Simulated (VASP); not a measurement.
# AlN (P2_1) in VASP: a series of runs, part 2 of 2

VASP 6.6.1. The steps go on from the part before.

## (3) Single point, PBEsol (atoms displaced along a vibrational mode)

INCAR

```
SYSTEM = AlN
PREC     = Accurate       ! precision mode
ENCUT    = 600            ! plane-wave cutoff, eV
EDIFF    = 1E-6           ! SCF threshold, eV
ISMEAR   = 0              ! smearing method
SIGMA    = 0.05           ! smearing width, eV
LREAL    = .False.        ! projectors in reciprocal space
LASPH    = .True.         ! aspherical terms in the spheres
NELM     = 120            ! most SCF steps
ALGO     = Normal         ! electronic algorithm
ISIF     = 2              ! what is computed and relaxed
LWAVE    = .False.        ! write WAVECAR
LCHARG   = .False.        ! write CHGCAR
GGA      = PS             ! functional
NBANDS   = 26             ! bands
GGA_COMPAT= .False.
```

KPOINTS

```
regular mesh
0
Gamma
  8 8 8
  0 0 0
```

POSCAR

```
AlN
1.0
   -3.1136926464      0.0000000000      0.0000000000
    0.0000000000      5.3930738627      0.0000000000
    1.5568463232     -2.6965369313     -4.9834165464
Al N
4 4
Direct
    0.9944285308      0.3325792953      0.9984919239
    0.4944285308      0.8325792953      0.9984919239
    0.2540633931      0.9159126286      0.4984919239
    0.7540633931      0.4159126286      0.4984919239
    0.8125586270      0.1415873714      0.6165080761
    0.3125586270      0.6415873714      0.6165080761
    0.0539494491      0.7249207047      0.1165080761
    0.5539494491      0.2249207047      0.1165080761
```

Potentials or basis: VASP PAW PBE potentials, release 64 (Al, N).

Run with:

```sh
> cat potpaw_PBE.64/Al/POTCAR potpaw_PBE.64/N/POTCAR > POTCAR
> mpirun -np 1 vasp_std > vasp.out
```

Wall time 2.9 min (1 thread of Intel Xeon 6975P-C (Granite Rapids), shared host); peak memory 0.44 GiB.

The run converged. Its results:

```yaml
Free_energy: -62.6279 eV
Pressure: -0.1 GPa
Largest_force: 0.083 eV/Å
Band_gap_on_the_k_mesh: 4.11 eV
```

Forces on the atoms (eV/Å):
```
Al  -0.083  0.001  0.001
Al  -0.083  0.001  0.001
Al   0.083 -0.001  0.001
Al   0.083 -0.001  0.001
N    0.038  0.000 -0.001
N    0.038  0.000 -0.001
N   -0.038  0.000 -0.001
N   -0.038  0.000 -0.001
```

Stress tensor (GPa, compression positive):
```
-0.15  0.05  0.00
 0.05 -0.13  0.00
 0.00  0.00 -0.13
```

Levels at points of the mesh, in eV from the valence-band top:
| k point | band 13 | band 14 | band 15 | band 16 | band 17 | band 18 | band 19 | band 20 |
| --- | --- | --- | --- | --- | --- | --- | --- | --- |
| (0.00, 0.00, 0.00) | -0.87 | -0.25 | -0.20 | 0.00 | 4.11 | 5.17 | 5.17 | 6.55 |
| (0.50, 0.00, 0.00) | -2.07 | -2.07 | -0.90 | -0.90 | 6.03 | 6.03 | 7.16 | 7.16 |
| (0.00, 0.50, 0.00) | -0.65 | -0.65 | -0.62 | -0.62 | 5.91 | 5.91 | 7.26 | 7.26 |
| (0.50, 0.50, 0.00) | -1.49 | -1.40 | -1.40 | -0.71 | 5.19 | 5.19 | 5.64 | 5.75 |
| (0.50, 0.50, 0.50) | -1.49 | -1.36 | -1.36 | -0.70 | 5.15 | 5.15 | 5.59 | 5.69 |
| (0.00, 0.00, 0.50) | -0.57 | -0.57 | -0.56 | -0.56 | 5.66 | 5.67 | 6.36 | 6.36 |

Caveat: the cell differs from its parent crystal (atoms displaced along a vibrational mode); the PAW data sets were made with another functional, which shifts forces and pressure a little. A k mesh can miss the band edges.

## (4) Single point, PBEsol

INCAR

```
SYSTEM = AlN
  PREC = Accurate
  ENCUT = 600
  EDIFF = 1E-6
  ISMEAR = -4
  SIGMA = 0.05
  LREAL = .FALSE.
  LASPH = .TRUE.
  NELM = 120
  ALGO = Normal
  ISIF = 2
  LWAVE = .FALSE.
  LCHARG = .FALSE.
  GGA = PS
  NBANDS = 26
  GGA_COMPAT = .FALSE.
```

KPOINTS

```
Automatic mesh
0
G
  8 8 8
  0 0 0
```

POSCAR

```
AlN
1.0
   -3.1136926464      0.0000000000      0.0000000000
    0.0000000000      5.3930738627      0.0000000000
    1.5568463232     -2.6965369313     -4.9834165464
Al N
4 4
Direct
    1.0185156866      0.3325792953      0.9984919239
    0.5185156866      0.8325792953      0.9984919239
    0.2299762373      0.9159126286      0.4984919239
    0.7299762373      0.4159126286      0.4984919239
    0.7910356824      0.1415873714      0.6165080761
    0.2910356824      0.6415873714      0.6165080761
    0.0754723937      0.7249207047      0.1165080761
    0.5754723937      0.2249207047      0.1165080761
```

Run with:

```sh
> cat potpaw_PBE.64/Al/POTCAR potpaw_PBE.64/N/POTCAR > POTCAR
> mpirun -np 1 vasp_std > vasp.out
```

Run time: 9.3 min. Hardware: 1 thread of Intel Xeon 8259CL, shared host; peak memory 0.45 GiB.

It converged, with:

| Quantity | Value |
| --- | --- |
| Free energy | -62.5754 eV |
| Pressure | -0.2 GPa |
| Largest force | 0.331 eV/Å |
| Band gap on the k mesh | 4.07 eV |

Forces on the atoms (eV/Å):
```
Al   0.330  0.017  0.025
Al   0.330  0.017  0.025
Al  -0.330 -0.017  0.025
Al  -0.330 -0.017  0.025
N   -0.153  0.007 -0.025
N   -0.153  0.007 -0.025
N    0.153 -0.007 -0.025
N    0.153 -0.007 -0.025
```

Stress tensor (GPa, compression positive):
```
-0.46 -0.21  0.00
-0.21 -0.11  0.00
 0.00  0.00 -0.12
```

Levels at points of the mesh, in eV from the valence-band top:
| k point | band 12 | band 13 | band 14 | band 15 | band 16 | band 17 | band 18 | band 19 | band 20 | band 21 |
| --- | --- | --- | --- | --- | --- | --- | --- | --- | --- | --- |
| (0.00, 0.00, 0.00) | -0.93 | -0.87 | -0.34 | -0.16 | 0.00 | 4.07 | 5.13 | 5.13 | 6.52 | 9.07 |
| (0.50, 0.00, 0.00) | -2.51 | -2.09 | -2.09 | -0.90 | -0.90 | 5.99 | 5.99 | 7.14 | 7.14 | 8.50 |
| (0.00, 0.50, 0.00) | -1.47 | -0.71 | -0.71 | -0.59 | -0.59 | 5.87 | 5.87 | 7.22 | 7.22 | 8.43 |
| (0.50, 0.50, 0.00) | -1.54 | -1.54 | -1.30 | -1.30 | -0.70 | 5.06 | 5.06 | 5.32 | 5.73 | 7.95 |
| (0.50, 0.50, 0.50) | -1.54 | -1.54 | -1.43 | -1.43 | -0.76 | 5.22 | 5.22 | 5.55 | 5.96 | 8.12 |
| (0.00, 0.00, 0.50) | -0.74 | -0.61 | -0.61 | -0.56 | -0.56 | 5.65 | 5.65 | 6.32 | 6.32 | 7.99 |

Caveat: the PAW data sets were made with another functional, which shifts forces and pressure a little. Expect the measured gap to be larger: semilocal functionals such as PBEsol lack the derivative discontinuity.

## (5) Single point, PBEsol (atoms displaced along a vibrational mode)

INCAR

```
  ALGO = Normal
  EDIFF = 1E-6
  ENCUT = 600
  GGA = PS
  GGA_COMPAT = F
  ISIF = 2
  ISMEAR = 0
  LASPH = T
  LCHARG = T
  LELF = T
  LREAL = F
  LVHAR = T
  LWAVE = F
  NBANDS = 26
  NELM = 120
  PREC = Accurate
  SIGMA = 0.05
```

KPOINTS

```
k-points
0
Gamma
  8 8 8
```

POSCAR is that of step 4.

Run with:

```sh
> cat potpaw_PBE.64/Al/POTCAR potpaw_PBE.64/N/POTCAR > POTCAR
> mpirun -np 1 vasp_std > vasp.out
```

Wall time 2.9 min (1 thread of Intel Xeon 6975P-C (Granite Rapids), shared host); peak memory 0.44 GiB.

The run converged. Its results:

| Quantity | Value |
| --- | --- |
| Free energy | -62.5754 eV |
| Pressure | -0.2 GPa |
| Largest force | 0.331 eV/Å |
| Band gap on the k mesh | 4.07 eV |

Forces in eV/Å, atoms in the order of the input:
```
Al   0.330  0.017  0.025
Al   0.330  0.017  0.025
Al  -0.330 -0.017  0.025
Al  -0.330 -0.017  0.025
N   -0.153  0.007 -0.025
N   -0.153  0.007 -0.025
N    0.153 -0.007 -0.025
N    0.153 -0.007 -0.025
```

Stress tensor (GPa, compression positive):
```
-0.46 -0.21  0.00
-0.21 -0.11  0.00
 0.00  0.00 -0.12
```

Levels at points of the mesh, in eV from the valence-band top:
| k point | band 13 | band 14 | band 15 | band 16 | band 17 | band 18 | band 19 | band 20 |
| --- | --- | --- | --- | --- | --- | --- | --- | --- |
| (0.00, 0.00, 0.00) | -0.87 | -0.34 | -0.16 | 0.00 | 4.07 | 5.13 | 5.13 | 6.52 |
| (0.50, 0.00, 0.00) | -2.09 | -2.09 | -0.90 | -0.90 | 5.99 | 5.99 | 7.14 | 7.14 |
| (0.00, 0.50, 0.00) | -0.71 | -0.71 | -0.59 | -0.59 | 5.87 | 5.87 | 7.22 | 7.22 |
| (0.50, 0.50, 0.00) | -1.54 | -1.30 | -1.30 | -0.70 | 5.06 | 5.06 | 5.32 | 5.73 |
| (0.50, 0.50, 0.50) | -1.54 | -1.43 | -1.43 | -0.76 | 5.22 | 5.22 | 5.55 | 5.96 |
| (0.00, 0.00, 0.50) | -0.61 | -0.61 | -0.56 | -0.56 | 5.65 | 5.65 | 6.32 | 6.32 |

Caveat: the cell differs from its parent crystal (atoms displaced along a vibrational mode); the PAW data sets were made with another functional, which shifts forces and pressure a little. A k mesh can miss the band edges.

## (6) Single point, PBEsol (atoms displaced along a vibrational mode)

INCAR

```
SYSTEM = AlN
PREC = Accurate ; ENCUT = 600
EDIFF = 1E-6 ; ISMEAR = 0
SIGMA = 0.05 ; LREAL = .False.
LASPH = .True. ; NELM = 120
ALGO = Normal ; ISIF = 2
LWAVE = .False. ; LCHARG = .False.
GGA = PS ; NBANDS = 26
GGA_COMPAT = .False.
```

KPOINTS

```
regular mesh
0
Gamma
  8 8 8
  0 0 0
```

POSCAR

```
AlN
1.0
   -3.1136926464      0.0000000000      0.0000000000
    0.0000000000      5.3930738627      0.0000000000
    1.5568463232     -2.6965369313     -4.9834165464
Al N
4 4
Direct
    0.9896110996      0.3325792953      0.9984919239
    0.4896110996      0.8325792953      0.9984919239
    0.2588808243      0.9159126286      0.4984919239
    0.7588808243      0.4159126286      0.4984919239
    0.8168632159      0.1415873714      0.6165080761
    0.3168632159      0.6415873714      0.6165080761
    0.0496448602      0.7249207047      0.1165080761
    0.5496448602      0.2249207047      0.1165080761
```

Potentials or basis: VASP PAW PBE potentials, release 64 (Al, N).

Run with:

```sh
> cat potpaw_PBE.64/Al/POTCAR potpaw_PBE.64/N/POTCAR > POTCAR
> mpirun -np 1 vasp_std > vasp.out
```

It took 3.4 min on 1 thread of Intel Xeon 6975P-C (Granite Rapids), shared host; peak memory 0.44 GiB.

It converged, with:

* Free energy: -62.6174 eV
* Pressure: -0.2 GPa
* Largest force: 0.165 eV/Å
* Band gap on the k mesh: 4.10 eV

Forces in eV/Å, atoms in the order of the input:
```
Al  -0.165  0.004  0.006
Al  -0.165  0.004  0.006
Al   0.165 -0.004  0.006
Al   0.165 -0.004  0.006
N    0.077  0.002 -0.006
N    0.077  0.002 -0.006
N   -0.077 -0.002 -0.006
N   -0.077 -0.002 -0.006
```

Stress tensor (GPa, compression positive):
```
-0.21  0.10  0.00
 0.10 -0.13  0.00
 0.00  0.00 -0.13
```

Levels at points of the mesh, in eV from the valence-band top:
```csv
k point,band 12,band 13,band 14,band 15,band 16,band 17,band 18,band 19,band 20,band 21
"(0.00, 0.00, 0.00)",-0.90,-0.87,-0.28,-0.19,0.00,4.10,5.16,5.16,6.54,9.11
"(0.50, 0.00, 0.00)",-2.49,-2.07,-2.07,-0.90,-0.90,6.02,6.02,7.16,7.16,8.53
"(0.00, 0.50, 0.00)",-1.45,-0.67,-0.67,-0.61,-0.61,5.90,5.90,7.26,7.26,8.45
"(0.50, 0.50, 0.00)",-1.49,-1.49,-1.41,-1.41,-0.72,5.21,5.21,5.61,5.83,8.10
"(0.50, 0.50, 0.50)",-1.51,-1.51,-1.34,-1.34,-0.69,5.12,5.12,5.50,5.70,8.02
"(0.00, 0.00, 0.50)",-0.71,-0.58,-0.58,-0.55,-0.55,5.66,5.67,6.36,6.36,8.05
```

Caveat: the cell differs from its parent crystal (atoms displaced along a vibrational mode); the PAW data sets were made with another functional, which shifts forces and pressure a little.

## (7) Summary

| cell | smearing | gap on the mesh (eV) | pressure (GPa) | largest force (eV/Å) |
| --- | --- | --- | --- | --- |
| as given, atomic positions A | gaussian 0.05 eV | 4.09 | -0.2 | 0.25 |
| as given, atomic positions B | gaussian 0.05 eV | 4.11 | -0.1 | 0.08 |
| as given, atomic positions C | tetrahedron | 4.07 | -0.2 | 0.33 |
| as given, atomic positions C | gaussian 0.05 eV | 4.07 | -0.2 | 0.33 |
| as given, atomic positions D | gaussian 0.05 eV | 4.10 | -0.2 | 0.17 |

Alike in all rows: task single point; level PBEsol; potentials or basis VASP PAW PBE potentials, release 64 (Al, N); no spin polarisation; k mesh 8 × 8 × 8; cutoff (eV) 600.

Caveats: the PAW data sets were made with another functional, which shifts forces and pressure a little.

Total energies depend on the potentials used, so only differences within one code and one set of settings carry meaning.
